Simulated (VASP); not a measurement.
A run of VASP 6.6.1:

The input INCAR:

```
  PREC = Accurate
  ENCUT = 600
  EDIFF = 1E-8
  ISMEAR = -1
  SIGMA = 0.15
  LREAL = False
  LASPH = True
  NELM = 80
  ALGO = Fast
  ISIF = 3
  LWAVE = False
  LCHARG = True
  GGA = PS
  IBRION = 6
  NFREE = 2
  POTIM = 0.015
  NSW = 1
```

KPOINTS

```
Automatic mesh
0
Gamma
  20 20 20
```

The input POSCAR:

```
Al
1.0
    0.0000000000      1.9196176277      1.9196176277
    1.9196176277      0.0000000000      1.9196176277
    1.9196176277      1.9196176277      0.0000000000
Al
1
Direct
    0.0000000000      0.0000000000      0.0000000000
```

Potentials or basis: VASP PAW PBE potentials, release 64 (Al).

Launch:

```console
$ cat potpaw_PBE.64/Al/POTCAR > POTCAR
$ mpirun -np 1 vasp_std > vasp.out
```

Hardware: 1 thread of AMD EPYC 9R45 96-Core Processor (Zen 5), with other jobs on the host.

Question: Estimate the wall time of this run.

Answer: Run time: 8.3 min on 1 thread of AMD EPYC 9R45 96-Core Processor (Zen 5), on a shared host, peak memory 0.44 GiB. Counts: scf iterations 133, k points 256.
